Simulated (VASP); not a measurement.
# LiCl (Fm-3m) in VASP: further runs

LiCl is run at these levels: r2SCAN; tasks: single point.

All numbers are computed with VASP 6.6.1; they aren't measurements. Logs are shortened: lines on timing, memory, paths and dates and some standing lists are left out, and cuts for length are marked.

### Step 1. The cell of the first run

Symmetry: Fm-3m, No. 225, cubic system. The conventional cell has a = 5.025 Å, b = 5.025 Å, c = 5.025 Å, α = 90.00°, β = 90.00°, γ = 90.00°. Cl (site symmetry m-3m) has 6 Li at 2.51 Å within 3.3 Å. Within 3.3 Å of Li (site symmetry m-3m) lie 6 Cl at 2.51 Å.

### Step 2. Single point, r2SCAN

POSCAR

```
LiCl
1.0
    0.0000000000      2.5124130641      2.5124130641
    2.5124130641      0.0000000000      2.5124130641
    2.5124130641      2.5124130641      0.0000000000
Cl Li
1 1
Direct
    0.5000000000      0.5000000000      0.5000000000
    0.0000000000      0.0000000000      0.0000000000
```

INCAR.step1

```
SYSTEM = LiCl
  ALGO = Normal
  EDIFF = 1E-4
  ENCUT = 520
  GGA = PE
  ISMEAR = -1
  LASPH = .True.
  LCHARG = .False.
  LREAL = .False.
  LWAVE = .True.
  NBANDS = 12
  NELM = 60
  PREC = Accurate
  SIGMA = 0.05
```

INCAR.step2

```
SYSTEM = LiCl
  ALGO = Normal
  EDIFF = 1E-7
  ENCUT = 520
  ISIF = 2
  ISMEAR = -1
  ISTART = 1
  LASPH = .True.
  LCHARG = .False.
  LMIXTAU = .True.
  LREAL = .False.
  LWAVE = .False.
  METAGGA = R2SCAN
  NBANDS = 12
  NELM = 60
  PREC = Accurate
  SIGMA = 0.05
```

KPOINTS

```
k-points
0
Gamma
  9 9 9
  0 0 0
```

Potentials or basis: VASP PAW PBE potentials, release 64 (Cl, Li_sv).

Started as:

```bash
$ cat potpaw_PBE.64/Cl/POTCAR potpaw_PBE.64/Li_sv/POTCAR > POTCAR
$ cp INCAR.step1 INCAR
$ mpirun -np 1 vasp_std > vasp.out
$ cp INCAR.step2 INCAR
$ mpirun -np 1 vasp_std > vasp.out
```

OUTCAR:

```text
SYSTEM = LiCl
   EDIFF = 1E-7
   ENCUT = 520
   ISIF = 2
   ISMEAR = -1
   ISTART = 1
   LASPH = .True.
   LREAL = .False.
   METAGGA = R2SCAN
   NELM = 60
   PREC = Accurate

 ion  position               nearest neighbor table
   1  0.500  0.500  0.500-   2 2.51   2 2.51   2 2.51   2 2.51   2 2.51   2 2.51
   2  0.000  0.000  0.000-   1 2.51   1 2.51   1 2.51   1 2.51   1 2.51   1 2.51

  LATTYP: Found a face centered cubic cell.
 ALAT       =     5.0248261282

  Lattice vectors:

 A1 = (   0.0000000000,   2.5124130641,   2.5124130641)
 A2 = (   2.5124130641,   0.0000000000,   2.5124130641)
 A3 = (   2.5124130641,   2.5124130641,   0.0000000000)

Analysis of symmetry for initial positions (statically):
=====================================================================
 Subroutine PRICEL returns:
 Original cell was already a primitive cell.

 Routine SETGRP: Setting up the symmetry group for a
 face centered cubic supercell.

 Subroutine GETGRP returns: Found 48 space group operations
 (whereof 48 operations were pure point group operations)
 out of a pool of 48 trial point group operations.

The static configuration has the point symmetry O_h .

Analysis of symmetry for dynamics (positions and initial velocities):
=====================================================================
 Subroutine PRICEL returns:
 Original cell was already a primitive cell.

 Routine SETGRP: Setting up the symmetry group for a
 face centered cubic supercell.

 Subroutine GETGRP returns: Found 48 space group operations
 (whereof 48 operations were pure point group operations)
 out of a pool of 48 trial point group operations.

The dynamic configuration has the point symmetry O_h .

 Subroutine INISYM returns: Found 48 space group operations
 (whereof 48 operations are pure point group operations),
 and found     1 'primitive' translations

----------------------------------------------------------------------------------------

                                     Primitive cell

  volume of cell :      31.7178

  direct lattice vectors                    reciprocal lattice vectors
     0.000000000  2.512413064  2.512413064    -0.199011861  0.199011861  0.199011861
     2.512413064  0.000000000  2.512413064     0.199011861 -0.199011861  0.199011861
     2.512413064  2.512413064  0.000000000     0.199011861  0.199011861 -0.199011861

  length of vectors
     3.553088630  3.553088630  3.553088630     0.344698655  0.344698655  0.344698655

  position of ions in fractional coordinates (direct lattice)
     0.500000000  0.500000000  0.500000000
     0.000000000  0.000000000  0.000000000

  ion indices of the primitive-cell ions
   primitive index   ion index
                 1           1
[... 85 lines left out ...]
   NUPDOWN=      -1.0000    fix difference up-down
   EMIN   =  10.00;   EMAX   =-10.00  energy-range for DOS
   EFERMI =   0.00;   METHOD = LEGACY
   ISMEAR =    -1;   SIGMA  =   0.05  broadening in eV -4-tet -1-fermi 0-gaus
   EFERMI_NEDOS =   21; number of points for ismear=-14 and -15
   IALGO  =     38    algorithm
   IMIX   =      4    mixing-type and parameters
     AMIX     =   0.40;   BMIX     =  1.00
     AMIX_MAG =   1.60;   BMIX_MAG =  1.00
  volume/ion in A,a.u.               =      15.86       107.02
  Fermi-wavevector in a.u.,A,eV,Ry     =   1.114227  2.105584 16.891666  1.241502
  Thomas-Fermi vector in A             =   2.250820
   LORBIT       =      0    0 simple, 1 ext, 2 COOP (PROOUT), +10 PAW based schemes
   METAGGA = R2SCAN    functional components
   LHFCALC =     F    Hartree Fock is set to
   AEXX    =    0.0000 exact exchange contribution
   IVDW    =     0    specifies the selected vdW correction
   LEPSILON=     F    determine dielectric tensor
   LRPA    =     F    only Hartree local field effects (RPA)
 non-spin polarized calculation
  energy-cutoff  :      520.00
  volume of cell :       31.72
 maximum number of plane-waves:       881
   NGX = 13   NGY = 13   NGZ = 13

 number of electron       9.9999993 magnetization

 Free energy of the ion-electron system (eV)
  ---------------------------------------------------
  ext. energy  EPLUGINS =         0.00000000
  ---------------------------------------------------
  free energy    TOTEN  =       -12.58208127 eV

  energy without entropy =      -12.58208127  energy(sigma->0) =      -12.58208127

 E-fermi :   1.9234     XC(G=0):  -9.4507

 val. band max:        0.6771773577   @ k =   0.0000   0.0000   0.0000
 cond. band min:       8.3358622087   @ k =   0.4444   0.0000   0.0000
 fundamental gap:      7.6586848510
 Fermi energy:         1.9233676334

 k-point     1 :       0.0000    0.0000    0.0000
  band No.  band energies     occupation
      1     -44.0619      2.00000
      2     -13.5392      2.00000
      3       0.6772      2.00000
      4       0.6772      2.00000
      5       0.6772      2.00000
      6       8.3969      0.00000
      7      13.3822      0.00000
      8      13.3822      0.00000
      9      13.3822      0.00000
     10      16.2172      0.00000
     11      16.2172      0.00000
     12      16.9462      0.00000
[... 331 lines left out ...]
 k-point    24 :       0.4444    0.4444    0.0000
  band No.  band energies     occupation
      1     -44.0572      2.00000
      2     -12.6070      2.00000
      3      -2.4581      2.00000
      4      -0.5368      2.00000
      5      -0.5368      2.00000
      6       9.5735      0.00000
      7       9.6708      0.00000
      8      14.5232      0.00000
      9      16.3973      0.00000
     10      16.3977      0.00000
     11      18.6531      0.00000
     12      20.7224      0.00000

 [... further k-points ...]

------------------------ aborting loop because EDIFF is reached ----------------------------------------

  FORCE on cell =-STRESS in cart. coord.  units (eV):
  Direction    XX          YY          ZZ          XY          YZ          ZX
  --------------------------------------------------------------------------------------
  -------------------------------------------------------------------------------------
  Total        0.2942156      0.2942156      0.2942156     -0.0000000      0.0000000     -0.0000000
  in kB       14.8618576     14.8618576     14.8618576     -0.0000000      0.0000000     -0.0000000
  external PRESSURE =      14.8618576 kB  Pullay stress =       0.0000000 kB

 VOLUME and BASIS-vectors are now :
 -----------------------------------------------------------------------------
  energy-cutoff  :      520.00
  volume of cell :       31.72
      direct lattice vectors                 reciprocal lattice vectors
     0.000000000  2.512413064  2.512413064    -0.199011861  0.199011861  0.199011861
     2.512413064  0.000000000  2.512413064     0.199011861 -0.199011861  0.199011861
     2.512413064  2.512413064  0.000000000     0.199011861  0.199011861 -0.199011861

 POSITION                                       TOTAL-FORCE (eV/Angst)
 -----------------------------------------------------------------------------------
      2.51241      2.51241      2.51241        -0.000000     -0.000000     -0.000000
      0.00000      0.00000      0.00000         0.000000      0.000000      0.000000
 -----------------------------------------------------------------------------------
    total drift:                                0.000000      0.000000      0.000000

  FREE ENERGIE OF THE ION-ELECTRON SYSTEM (eV)
  ---------------------------------------------------
  free  energy   TOTEN  =       -12.5820812717 eV

  energy  without entropy=      -12.5820812717  energy(sigma->0) =      -12.58208127
```

OUTCAR.step1:

```text
SYSTEM = LiCl
   EDIFF = 1E-4
   ENCUT = 520
   GGA = PE
   ISMEAR = -1
   LASPH = .True.
   LREAL = .False.
[... 581 lines left out ...]
      2.51241      2.51241      2.51241         0.000000      0.000000     -0.000000
      0.00000      0.00000      0.00000        -0.000000     -0.000000      0.000000
 -----------------------------------------------------------------------------------
    total drift:                                0.000000      0.000000      0.000000

  FREE ENERGIE OF THE ION-ELECTRON SYSTEM (eV)
  ---------------------------------------------------
  free  energy   TOTEN  =        -7.3667915931 eV

  energy  without entropy=       -7.3667915930  energy(sigma->0) =       -7.36679159
```

Wall time 98 s (1 thread of Intel Xeon 8259CL, shared host); peak memory 0.16 GiB.

Results:

- Free energy: -12.5821 eV
- Band gap on the k mesh: 7.66 eV, indirect (least direct gap 7.72 eV)

Levels at points of the mesh, in eV from the valence-band top:
```
           k point  band 1  band 2  band 3  band 4  band 5  band 6  band 7  band 8  band 9  band 10
(0.00, 0.00, 0.00)  -44.74  -14.22    0.00    0.00    0.00    7.72   12.70   12.70   12.70    15.54
```

Caveat: the cutoff is under 1.25 times the usual one of these potentials, so pressure, stress and relaxed cells hold a basis-set (Pulay) error; the PAW data sets were made with another functional, which shifts forces and pressure a little. A k mesh can miss the band edges.

### Step 3. Single point, r2SCAN

This run uses another cell than the first one, of 16.20 Å³/atom, 1.021 times its volume.

POSCAR

```
LiCl
1.0
    0.0000000000      2.5301066968      2.5301066968
    2.5301066968      0.0000000000      2.5301066968
    2.5301066968      2.5301066968      0.0000000000
Cl Li
1 1
Direct
    0.5000000000      0.5000000000      0.5000000000
    0.0000000000      0.0000000000      0.0000000000
```

INCAR.step1

```
SYSTEM = LiCl
ALGO = Normal ; EDIFF = 1E-4
ENCUT = 520 ; GGA = PE
ISMEAR = -1 ; LASPH = .True.
LCHARG = .False. ; LREAL = .False.
LWAVE = .True. ; NBANDS = 12
NELM = 80 ; PREC = Accurate
SIGMA = 0.05
```

INCAR.step2

```
SYSTEM = LiCl
ALGO = Normal ; EDIFF = 1E-6
ENCUT = 520 ; ISIF = 2
ISMEAR = -1 ; ISTART = 1
LASPH = .True. ; LCHARG = .True.
LELF = .True. ; LMIXTAU = .True.
LREAL = .False. ; LVHAR = .True.
LWAVE = .False. ; METAGGA = R2SCAN
NBANDS = 12 ; NELM = 80
PREC = Accurate ; SIGMA = 0.05
```

KPOINTS is that of step 2.

Potentials or basis: VASP PAW PBE potentials, release 64 (Cl, Li_sv).

Started as:

```bash
$ cat potpaw_PBE.64/Cl/POTCAR potpaw_PBE.64/Li_sv/POTCAR > POTCAR
$ cp INCAR.step1 INCAR
$ mpirun -np 1 vasp_std > vasp.out
$ cp INCAR.step2 INCAR
$ mpirun -np 1 vasp_std > vasp.out
```

OUTCAR:

```text
SYSTEM = LiCl
   EDIFF = 1E-6
   ENCUT = 520
   ISIF = 2
   ISMEAR = -1
   ISTART = 1
   LASPH = .True.
   LREAL = .False.
   METAGGA = R2SCAN
   NELM = 80
   PREC = Accurate

 ion  position               nearest neighbor table
   1  0.500  0.500  0.500-   2 2.53   2 2.53   2 2.53   2 2.53   2 2.53   2 2.53
   2  0.000  0.000  0.000-   1 2.53   1 2.53   1 2.53   1 2.53   1 2.53   1 2.53

  LATTYP: Found a face centered cubic cell.
 ALAT       =     5.0602133936

  Lattice vectors:

 A1 = (   0.0000000000,   2.5301066968,   2.5301066968)
 A2 = (   2.5301066968,   0.0000000000,   2.5301066968)
 A3 = (   2.5301066968,   2.5301066968,   0.0000000000)

Analysis of symmetry for initial positions (statically):
=====================================================================
 Subroutine PRICEL returns:
 Original cell was already a primitive cell.

 Routine SETGRP: Setting up the symmetry group for a
 face centered cubic supercell.

 Subroutine GETGRP returns: Found 48 space group operations
 (whereof 48 operations were pure point group operations)
 out of a pool of 48 trial point group operations.

The static configuration has the point symmetry O_h .

[... 174 lines left out ...]
      7      13.1985      0.00000
      8      13.1985      0.00000
      9      13.1985      0.00000
     10      15.9925      0.00000
     11      15.9925      0.00000
     12      16.6336      0.00000
[... 331 lines left out ...]
 k-point    24 :       0.4444    0.4444    0.0000
  band No.  band energies     occupation
      1     -44.2501      2.00000
      2     -12.7415      2.00000
      3      -2.5285      2.00000
      4      -0.6656      2.00000
      5      -0.6656      2.00000
      6       9.4381      0.00000
      7       9.4404      0.00000
      8      14.1522      0.00000
      9      16.0554      0.00000
     10      16.0560      0.00000
     11      18.3926      0.00000
     12      20.4291      0.00000

 [... further k-points ...]

------------------------ aborting loop because EDIFF is reached ----------------------------------------

  FORCE on cell =-STRESS in cart. coord.  units (eV):
  Direction    XX          YY          ZZ          XY          YZ          ZX
  --------------------------------------------------------------------------------------
  -------------------------------------------------------------------------------------
  Total        0.1284890      0.1284890      0.1284890      0.0000000      0.0000000      0.0000000
  in kB        6.3552105      6.3552105      6.3552105      0.0000000      0.0000000      0.0000000
  external PRESSURE =       6.3552105 kB  Pullay stress =       0.0000000 kB

 VOLUME and BASIS-vectors are now :
 -----------------------------------------------------------------------------
  energy-cutoff  :      520.00
  volume of cell :       32.39
      direct lattice vectors                 reciprocal lattice vectors
     0.000000000  2.530106697  2.530106697    -0.197620124  0.197620124  0.197620124
     2.530106697  0.000000000  2.530106697     0.197620124 -0.197620124  0.197620124
     2.530106697  2.530106697  0.000000000     0.197620124  0.197620124 -0.197620124

 POSITION                                       TOTAL-FORCE (eV/Angst)
 -----------------------------------------------------------------------------------
      2.53011      2.53011      2.53011        -0.000000     -0.000000     -0.000000
      0.00000      0.00000      0.00000         0.000000      0.000000      0.000000
 -----------------------------------------------------------------------------------
    total drift:                                0.000000      0.000000      0.000000

  FREE ENERGIE OF THE ION-ELECTRON SYSTEM (eV)
  ---------------------------------------------------
  free  energy   TOTEN  =       -12.5868760098 eV

  energy  without entropy=      -12.5868760098  energy(sigma->0) =      -12.58687601
```

OUTCAR.step1:

```text
SYSTEM = LiCl
   EDIFF = 1E-4
   ENCUT = 520
   GGA = PE
   ISMEAR = -1
   LASPH = .True.
   LREAL = .False.
[... 581 lines left out ...]
      2.53011      2.53011      2.53011        -0.000000     -0.000000      0.000000
      0.00000      0.00000      0.00000         0.000000      0.000000     -0.000000
 -----------------------------------------------------------------------------------
    total drift:                                0.000000      0.000000      0.000000

  FREE ENERGIE OF THE ION-ELECTRON SYSTEM (eV)
  ---------------------------------------------------
  free  energy   TOTEN  =        -7.3764385921 eV

  energy  without entropy=       -7.3764385920  energy(sigma->0) =       -7.37643859
```

Run time: 79 s. Hardware: 1 thread of Intel Xeon 8259CL, shared host; peak memory 0.16 GiB.

Results:

* Free energy: -12.5869 eV
* Band gap on the k mesh: 7.57 eV, direct

Levels at points of the mesh, in eV from the valence-band top:
```
           k point  band 1  band 2  band 3  band 4  band 5  band 6  band 7  band 8  band 9  band 10
(0.00, 0.00, 0.00)  -44.76  -14.13    0.00    0.00    0.00    7.57   12.69   12.69   12.69    15.49
```

Caveat: the cutoff is under 1.25 times the usual one of these potentials, so pressure, stress and relaxed cells hold a basis-set (Pulay) error; the PAW data sets were made with another functional, which shifts forces and pressure a little. r2SCAN opens gaps a little over a GGA but as a rule still falls short of measured ones.
